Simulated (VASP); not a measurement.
# FeS2 (Pa-3) in VASP: single point with PBE+U

Aim: the single point of FeS2 with PBE+U.

Program: VASP 6.6.1. These are calculated values, not measurements. Logs are shortened: lines on timing, memory, paths and dates and some standing lists are left out, and cuts for length are marked.

## 1. The cell of the first run

The structure is cubic, space group Pa-3 (No. 205). The conventional cell has a = 5.383 Å, b = 5.383 Å, c = 5.383 Å, α = 90.00°, β = 90.00°, γ = 90.00°. Fe (site symmetry -3) has 6 S at 2.25 Å within 3.0 Å. Within 2.8 Å of S (site symmetry 3) lie 1 S at 2.15 Å and 3 Fe at 2.25 Å.

## 2. Single point, PBE+U, collinear spin, ferromagnetic start

Contents of INCAR:

```
  PREC = Accurate
  ENCUT = 690
  EDIFF = 1E-6
  ISMEAR = -1
  SIGMA = 0.05
  LREAL = F
  LASPH = T
  NELM = 200
  ALGO = Normal
  ISIF = 2
  LWAVE = F
  LCHARG = T
  ISPIN = 2
  MAGMOM = 4 4 4 4 0 0 0 0 0 0 0 0
  LORBIT = 11
  LMAXMIX = 4
  LDAU = T
  LDAUTYPE = 2
  LDAUL = 2 -1
  LDAUU = 5.3 0
  LDAUJ = 0 0
  LDAUPRINT = 1
  GGA = PE
  LELF = T
  LVHAR = T
  NBANDS = 72
  GGA_COMPAT = F
```

Contents of KPOINTS:

```
Automatic mesh
0
Gamma
  3 3 3
```

Contents of POSCAR:

```
FeS2
1.0
    5.3825000000      0.0000000000      0.0000000000
    0.0000000000      5.3825000000      0.0000000000
    0.0000000000      0.0000000000      5.3825000000
Fe S
4 8
Direct
    0.0000000000      0.0000000000      0.0000000000
    0.5000000000      0.0000000000      0.5000000000
    0.5000000000      0.5000000000      0.0000000000
    0.0000000000      0.5000000000      0.5000000000
    0.3849000000      0.3849000000      0.3849000000
    0.1151000000      0.6151000000      0.8849000000
    0.8849000000      0.1151000000      0.6151000000
    0.6151000000      0.8849000000      0.1151000000
    0.6151000000      0.6151000000      0.6151000000
    0.8849000000      0.3849000000      0.1151000000
    0.1151000000      0.8849000000      0.3849000000
    0.3849000000      0.1151000000      0.8849000000
```

Potentials or basis: VASP PAW PBE potentials, release 64 (Fe_sv, S).

On the command line:

```sh
> cat potpaw_PBE.64/Fe_sv/POTCAR potpaw_PBE.64/S/POTCAR > POTCAR
> mpirun -np 1 vasp_std > vasp.out
```

OUTCAR:

```text
PREC = Accurate
   ENCUT = 690
   EDIFF = 1E-6
   ISMEAR = -1
   LREAL = F
   LASPH = T
   NELM = 200
   ISIF = 2
   ISPIN = 2
   LORBIT = 11
   GGA = PE

 ion  position               nearest neighbor table
   1  0.000  0.000  0.000-   6 2.25   8 2.25  10 2.25  12 2.25  11 2.25   7 2.25
   2  0.500  0.000  0.500-   5 2.25   7 2.25   9 2.25  11 2.25   8 2.25  12 2.25
   3  0.500  0.500  0.000-   6 2.25   8 2.25  10 2.25  12 2.25   5 2.25   9 2.25
   4  0.000  0.500  0.500-   5 2.25   7 2.25   9 2.25  11 2.25  10 2.25   6 2.25
   5  0.385  0.385  0.385-   9 2.15   4 2.25   2 2.25   3 2.25
   6  0.115  0.615  0.885-  10 2.15   3 2.25   1 2.25   4 2.25
   7  0.885  0.115  0.615-  11 2.15   4 2.25   2 2.25   1 2.25
   8  0.615  0.885  0.115-  12 2.15   3 2.25   1 2.25   2 2.25
   9  0.615  0.615  0.615-   5 2.15   4 2.25   2 2.25   3 2.25
  10  0.885  0.385  0.115-   6 2.15   3 2.25   1 2.25   4 2.25
  11  0.115  0.885  0.385-   7 2.15   4 2.25   2 2.25   1 2.25
  12  0.385  0.115  0.885-   8 2.15   3 2.25   1 2.25   2 2.25

  LATTYP: Found a simple cubic cell.
 ALAT       =     5.3825000000

  Lattice vectors:

 A1 = (   5.3825000000,   0.0000000000,   0.0000000000)
 A2 = (   0.0000000000,   5.3825000000,   0.0000000000)
 A3 = (   0.0000000000,   0.0000000000,   5.3825000000)

Analysis of symmetry for initial positions (statically):
=====================================================================
 Subroutine PRICEL returns:
 Original cell was already a primitive cell.

 Routine SETGRP: Setting up the symmetry group for a
 simple cubic supercell.

 Subroutine GETGRP returns: Found 24 space group operations
 (whereof  6 operations were pure point group operations)
 out of a pool of 48 trial point group operations.

The static configuration has the point symmetry S_6 .
 The point group associated with its full space group is T_h .

Analysis of symmetry for dynamics (positions and initial velocities):
=====================================================================
 Subroutine PRICEL returns:
 Original cell was already a primitive cell.

 Routine SETGRP: Setting up the symmetry group for a
 simple cubic supercell.

 Subroutine GETGRP returns: Found 24 space group operations
 (whereof  6 operations were pure point group operations)
 out of a pool of 48 trial point group operations.

The dynamic configuration has the point symmetry S_6 .
 The point group associated with its full space group is T_h .

Analysis of structural, dynamic, and magnetic symmetry:
=====================================================================
 Subroutine PRICEL returns:
 Original cell was already a primitive cell.

 Routine SETGRP: Setting up the symmetry group for a
 simple cubic supercell.

 Subroutine GETGRP returns: Found 24 space group operations
 (whereof  6 operations were pure point group operations)
 out of a pool of 48 trial point group operations.

The overall configuration has the point symmetry S_6 .
 The point group associated with its full space group is T_h .

 Subroutine INISYM returns: Found 24 space group operations
 (whereof  6 operations are pure point group operations),
 and found     1 'primitive' translations

----------------------------------------------------------------------------------------

                                     Primitive cell

  volume of cell :     155.9381

  direct lattice vectors                    reciprocal lattice vectors
     5.382500000  0.000000000  0.000000000     0.185787274  0.000000000  0.000000000
     0.000000000  5.382500000  0.000000000     0.000000000  0.185787274  0.000000000
     0.000000000  0.000000000  5.382500000     0.000000000  0.000000000  0.185787274

[... 114 lines left out ...]
   IVDW    =     0    specifies the selected vdW correction
   LEPSILON=     F    determine dielectric tensor
   LRPA    =     F    only Hartree local field effects (RPA)
 spin polarized calculation
  energy-cutoff  :      690.00
  volume of cell :      155.94
 maximum number of plane-waves:      6443
 NGX is ok and might be reduce to    48
   NGX = 23   NGY = 23   NGZ = 23

 number of electron     112.0000005 magnetization      10.4305680

atom =   1  type =  1  l = 2

 onsite density matrix

spin component  1
[... 116 lines left out ...]
  o =  0.0214  v =  0.0000  0.0000  0.0000  0.0000  0.0000  0.5774  0.5774 -0.0000 -0.5774  0.0000      0.0000  0.0000  0.0000  0.0000  0.0000  0.0000  0.0000  0.0000  0.0000  0.0000
  o =  0.1533  v =  0.0000  0.0000  0.0000  0.0000  0.0000 -0.0125 -0.4823 -0.7138 -0.4948  0.1139      0.0000  0.0000  0.0000  0.0000  0.0000  0.0000  0.0000  0.0000  0.0000  0.0000
  o =  0.1533  v =  0.0000  0.0000  0.0000  0.0000  0.0000  0.5641 -0.2929 -0.1139  0.2712 -0.7138      0.0000  0.0000  0.0000  0.0000  0.0000  0.0000  0.0000  0.0000  0.0000  0.0000
  o =  0.7021  v = -0.3688  0.2239 -0.0658 -0.1449  0.8880  0.0000  0.0000  0.0000  0.0000  0.0000      0.0000  0.0000  0.0000  0.0000  0.0000  0.0000  0.0000  0.0000  0.0000  0.0000
  o =  0.7021  v = -0.0456 -0.2966 -0.8880 -0.3422 -0.0658  0.0000  0.0000  0.0000  0.0000  0.0000      0.0000  0.0000  0.0000  0.0000  0.0000  0.0000  0.0000  0.0000  0.0000  0.0000
  o =  0.7381  v =  0.0000  0.0000  0.0000  0.0000  0.0000  0.2841  0.3059 -0.5550  0.5900  0.4117      0.0000  0.0000  0.0000  0.0000  0.0000  0.0000  0.0000  0.0000  0.0000  0.0000
  o =  0.7381  v =  0.0000  0.0000  0.0000  0.0000  0.0000  0.5173 -0.5047  0.4117  0.0126  0.5550      0.0000  0.0000  0.0000  0.0000  0.0000  0.0000  0.0000  0.0000  0.0000  0.0000
  o =  0.8217  v = -0.2047 -0.5018  0.4534 -0.7065 -0.0402  0.0000  0.0000  0.0000  0.0000  0.0000      0.0000  0.0000  0.0000  0.0000  0.0000  0.0000  0.0000  0.0000  0.0000  0.0000
  o =  0.8217  v =  0.6976 -0.5261  0.0402  0.1715  0.4534  0.0000  0.0000  0.0000  0.0000  0.0000      0.0000  0.0000  0.0000  0.0000  0.0000  0.0000  0.0000  0.0000  0.0000  0.0000
  o =  0.8569  v = -0.5774 -0.5774 -0.0000  0.5774 -0.0000  0.0000  0.0000  0.0000  0.0000  0.0000      0.0000  0.0000  0.0000  0.0000  0.0000  0.0000  0.0000  0.0000  0.0000  0.0000

 number of electron     112.0000005 magnetization       7.9259751

 Free energy of the ion-electron system (eV)
  ---------------------------------------------------
  ext. energy  EPLUGINS =         0.00000000
  ---------------------------------------------------
  free energy    TOTEN  =       -50.15314871 eV

  energy without entropy =      -50.12167797  energy(sigma->0) =      -50.13741334

 E-fermi :  10.9846     XC(G=0): -12.1141

 val. band max:       10.9632571377   @ k =   0.3333   0.0000   0.0000
 cond. band min:      11.0831015199   @ k =   0.3333   0.3333   0.3333
 fundamental gap:      0.1198443822
 Fermi energy:        10.9846064868

 spin component 1

 k-point     1 :       0.0000    0.0000    0.0000
  band No.  band energies     occupation
      1     -77.1573      1.00000
      2     -77.1570      1.00000
      3     -77.1570      1.00000
      4     -77.1570      1.00000
      5     -43.6622      1.00000
      6     -43.6618      1.00000
[... 273 lines left out ...]
     67      13.0754      0.00000
     68      13.0754      0.00000
 Fermi energy:        10.9846064868

 spin component 2

 k-point     1 :       0.0000    0.0000    0.0000
  band No.  band energies     occupation
      1     -74.6284      1.00000
      2     -74.6281      1.00000
      3     -74.6281      1.00000
      4     -74.6281      1.00000
      5     -40.8874      1.00000
      6     -40.8869      1.00000
[... 273 lines left out ...]
     67      14.7597      0.00000
     68      14.7599      0.00000
 [bands above 68 left out]

------------------------ aborting loop because EDIFF is reached ----------------------------------------

  FORCE on cell =-STRESS in cart. coord.  units (eV):
  Direction    XX          YY          ZZ          XY          YZ          ZX
  --------------------------------------------------------------------------------------
  -------------------------------------------------------------------------------------
  Total       26.3403547     26.3403547     26.3403547      0.0000000      0.0000000      0.0000000
  in kB      270.6325847    270.6325847    270.6325847      0.0000000      0.0000000      0.0000000
  external PRESSURE =     270.6325847 kB  Pullay stress =       0.0000000 kB

 VOLUME and BASIS-vectors are now :
 -----------------------------------------------------------------------------
  energy-cutoff  :      690.00
  volume of cell :      155.94
      direct lattice vectors                 reciprocal lattice vectors
     5.382500000  0.000000000  0.000000000     0.185787274  0.000000000  0.000000000
     0.000000000  5.382500000  0.000000000     0.000000000  0.185787274  0.000000000
     0.000000000  0.000000000  5.382500000     0.000000000  0.000000000  0.185787274

 POSITION                                       TOTAL-FORCE (eV/Angst)
 -----------------------------------------------------------------------------------
      0.00000      0.00000      0.00000        -0.000000      0.000000      0.000000
      2.69125      0.00000      2.69125        -0.000000      0.000000      0.000000
      2.69125      2.69125      0.00000        -0.000000      0.000000      0.000000
      0.00000      2.69125      2.69125        -0.000000      0.000000      0.000000
      2.07172      2.07172      2.07172         0.297005      0.297005      0.297005
      0.61953      3.31078      4.76297        -0.297005     -0.297005      0.297005
      4.76297      0.61953      3.31078         0.297005     -0.297005     -0.297005
      3.31078      4.76297      0.61953        -0.297005      0.297005     -0.297005
      3.31078      3.31078      3.31078        -0.297005     -0.297005     -0.297005
      4.76297      2.07172      0.61953         0.297005      0.297005     -0.297005
      0.61953      4.76297      2.07172        -0.297005      0.297005      0.297005
      2.07172      0.61953      4.76297         0.297005     -0.297005      0.297005
 -----------------------------------------------------------------------------------
    total drift:                                0.000000      0.000000     -0.000000

  FREE ENERGIE OF THE ION-ELECTRON SYSTEM (eV)
  ---------------------------------------------------
  free  energy   TOTEN  =       -50.1531487072 eV

  energy  without entropy=      -50.1216779668  energy(sigma->0) =      -50.13741334

 total charge

# of ion       s       p       d       tot
------------------------------------------
    1        2.158   6.051   5.677  13.886
    2        2.158   6.051   5.677  13.886
    3        2.158   6.051   5.677  13.886
    4        2.158   6.051   5.677  13.886
    5        1.362   2.361   0.000   3.723
    6        1.362   2.361   0.000   3.723
    7        1.362   2.361   0.000   3.723
    8        1.362   2.361   0.000   3.723
    9        1.362   2.361   0.000   3.723
   10        1.362   2.361   0.000   3.723
   11        1.362   2.361   0.000   3.723
   12        1.362   2.361   0.000   3.723
--------------------------------------------------
tot         19.528  43.091  22.707  85.325

 magnetization (x)

# of ion       s       p       d       tot
------------------------------------------
    1        0.010   0.010   2.093   2.113
    2        0.010   0.010   2.093   2.113
    3        0.010   0.010   2.093   2.113
    4        0.010   0.010   2.093   2.113
    5        0.010  -0.114   0.000  -0.104
    6        0.010  -0.114   0.000  -0.104
    7        0.010  -0.114   0.000  -0.104
    8        0.010  -0.114   0.000  -0.104
    9        0.010  -0.114   0.000  -0.104
   10        0.010  -0.114   0.000  -0.104
   11        0.010  -0.114   0.000  -0.104
   12        0.010  -0.114   0.000  -0.104
--------------------------------------------------
tot          0.120  -0.872   8.374   7.622
```

Run time: 3.4 min. Hardware: 1 thread of Intel Xeon Platinum 8488C (Sapphire Rapids), shared host; peak memory 0.44 GiB.

What came out:

| Quantity | Value |
| --- | --- |
| Free energy | -50.1531 eV |
| Pressure | 27.1 GPa |
| Largest force | 0.514 eV/Å |
| Net moment | 7.93 μB per cell |
| Site moments | Fe +2.11; S -0.10 μB |
| Valence electrons inside the program's atomic spheres | Fe 13.89; S 3.72 |

Forces in eV/Å, atoms in the order of the input:
```
Fe   0.000  0.000  0.000
Fe   0.000  0.000  0.000
Fe   0.000  0.000  0.000
Fe   0.000  0.000  0.000
S    0.297  0.297  0.297
S   -0.297 -0.297  0.297
S    0.297 -0.297 -0.297
S   -0.297  0.297 -0.297
S   -0.297 -0.297 -0.297
S    0.297  0.297 -0.297
S   -0.297  0.297  0.297
S    0.297 -0.297  0.297
```

Levels at points of the mesh, in eV from the Fermi level:
Spin up:
| k point | band 56 | band 57 | band 58 | band 59 | band 60 | band 61 | band 62 | band 63 | band 64 | band 65 |
| --- | --- | --- | --- | --- | --- | --- | --- | --- | --- | --- |
| (0.00, 0.00, 0.00) | -2.94 | -1.19 | -1.19 | -1.19 | -0.32 | 1.08 | 1.08 | 1.08 | 2.27 | 2.27 |
Spin down:
```tsv
k point	band 50	band 51	band 52	band 53	band 54	band 55
(0.00, 0.00, 0.00)	-1.11	-1.09	-1.08	-0.30	1.12	1.12
```

Eigenvalues of the final occupation matrices:
```tsv
site	spin	trace	eigenvalues
site 1 d	1	3.90	0.70 0.70 0.82 0.82 0.86
site 1 d	2	1.80	0.02 0.15 0.15 0.74 0.74
site 2 d	1	3.90	0.70 0.70 0.82 0.82 0.86
site 2 d	2	1.80	0.02 0.15 0.15 0.74 0.74
site 3 d	1	3.90	0.70 0.70 0.82 0.82 0.86
site 3 d	2	1.80	0.02 0.15 0.15 0.74 0.74
site 4 d	1	3.90	0.70 0.70 0.82 0.82 0.86
site 4 d	2	1.80	0.02 0.15 0.15 0.74 0.74
```

Caveat: the k points lie up to 0.39 Å⁻¹ apart; the run started ferromagnetic, and an antiferromagnetic order may lie lower in energy.
